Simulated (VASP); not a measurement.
A run of VASP 6.6.1 is set up as follows.

Contents of INCAR:

```
  PREC = Accurate
  ENCUT = 520
  EDIFF = 1E-6
  ISMEAR = 0
  SIGMA = 0.1
  LREAL = F
  LASPH = T
  NELM = 60
  ALGO = Normal
  ISIF = 2
  LWAVE = F
  LCHARG = F
  GGA = PE
  NBANDS = 38
```

KPOINTS

```
Automatic mesh
0
Gamma
  4 4 4
```

Contents of POSCAR:

```
HfBi3O
1.0
    4.6314580800      0.0000000000      0.0000000000
    0.0000000000      4.6314580800      0.0000000000
    0.0000000000      0.0000000000      4.6525324500
Hf Bi O
1 3 1
Direct
    0.5000000000      0.5000000000      0.4900000100
    0.5000000000      0.5000000000      0.0190000000
    0.5000000000      0.0000000000      0.5170000200
    0.0000000000      0.5000000000      0.5170000200
    0.0000000000      0.0000000000      0.0000000000
```

Potentials or basis: VASP PAW PBE potentials, release 64 (Hf_pv, Bi_d, O).

Launch:

```sh
$ cat potpaw_PBE.64/Hf_pv/POTCAR potpaw_PBE.64/Bi_d/POTCAR potpaw_PBE.64/O/POTCAR > POTCAR
$ mpirun -np 1 vasp_std > vasp.out
```

(1) What does it give for the band gap on the k mesh?

(2) Estimate the largest force.

(3) Estimate the pressure.

## Answers

(1) zero (an odd number of electrons rules out a gap without spin polarisation).

(2) 9.171 eV/Å.

(3) 74.2 GPa.

Caveat: the cell stands under pressure; spin-orbit coupling is left out, which moves the levels of the heavy elements; an odd number of electrons without spin polarisation forces a metal; a magnetic or distorted state may lie lower.
